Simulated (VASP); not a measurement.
Wanted: the native input for a VASP 6.6.1 run.

```yaml
Task: single point
Functional: LDA
Potentials_or_basis: VASP PAW LDA potentials, release 64 (Zn, O)
Cutoff: 520 eV
k_mesh: 12 × 12 × 6
Occupations: gaussian, width 0.05 eV
Spin: no spin polarisation
Dipole_correction: no
Further_INCAR_settings: ALGO = Normal; EDIFF = 1e-06; NBANDS = 26
```

The structure of ZnO lies in POSCAR:

```
ZnO
1.0
    3.2308276147      0.0000000000      0.0000000000
   -1.6154138073      2.7979787896      0.0000000000
    0.0000000000      0.0000000000      5.0148906235
Zn O
2 2
Direct
    0.3333333333      0.6666666667      0.0018514197
    0.6666666667      0.3333333333      0.5018514197
    0.3333333333      0.6666666667      0.3802485803
    0.6666666667      0.3333333333      0.8802485803
```

This cell differs from its parent crystal: c/a of the conventional cell at fixed volume 1.5522.

The input as run:

INCAR

```
SYSTEM = ZnO
ALGO = Normal ; EDIFF = 1E-6
ENCUT = 520 ; ISIF = 2
ISMEAR = 0 ; LASPH = .True.
LCHARG = .False. ; LREAL = .False.
LWAVE = .False. ; NBANDS = 26
NELM = 80 ; PREC = Accurate
SIGMA = 0.05
```

KPOINTS

```
k-points
0
Gamma
  12 12 6
  0 0 0
```

Potentials or basis: VASP PAW LDA potentials, release 64 (Zn, O).

The run is started by

```console
$ cat potpaw_LDA.64/Zn/POTCAR potpaw_LDA.64/O/POTCAR > POTCAR
$ mpirun -np 1 vasp_std > vasp.out
```

Results of the run:

The pressure is 1.5 GPa. The largest force is 0.497 eV/Å and the band gap on the k mesh is 0.86 eV, direct.

Run time: 2.2 min on 1 thread of AMD EPYC 7R13, with other jobs on the host, peak memory 0.16 GiB.
